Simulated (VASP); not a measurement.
The system is HfO2.

```
Hf O
1.0
     3.48539    0.00000    0.00000
     0.00000    3.48539    0.00000
     0.00000    0.00000    5.06628
Hf O
2 4
Direct
  0.00000 0.00000 0.00000
  0.50000 0.50000 0.50000
  0.00000 0.50000 0.19721
  0.50000 0.00000 0.30279
  0.50000 0.00000 0.80279
  0.00000 0.50000 0.69721
```

Program: VASP 6.6.1. Alike in all runs: task single point; no spin polarisation; cell as given; k mesh 8 × 8 × 5; cutoff (eV) 520; smearing fermi-dirac 0.05 eV.

**Question.** Order these runs on this cell by their band gap on the k mesh, lowest first.
A. level r2SCAN; potentials or basis VASP PAW PBE potentials, release 64 (Hf_pv, O)
B. level LDA; potentials or basis VASP PAW LDA potentials, release 64 (Hf_pv, O)
C. level PBE; potentials or basis VASP PAW PBE potentials, release 64 (Hf_pv, O)

**Answer.** B (4.74 eV), C (4.94 eV), A (5.52 eV).

Caveats: spin-orbit coupling is left out, which moves the levels of the heavy elements.

A k mesh can miss the band edges.
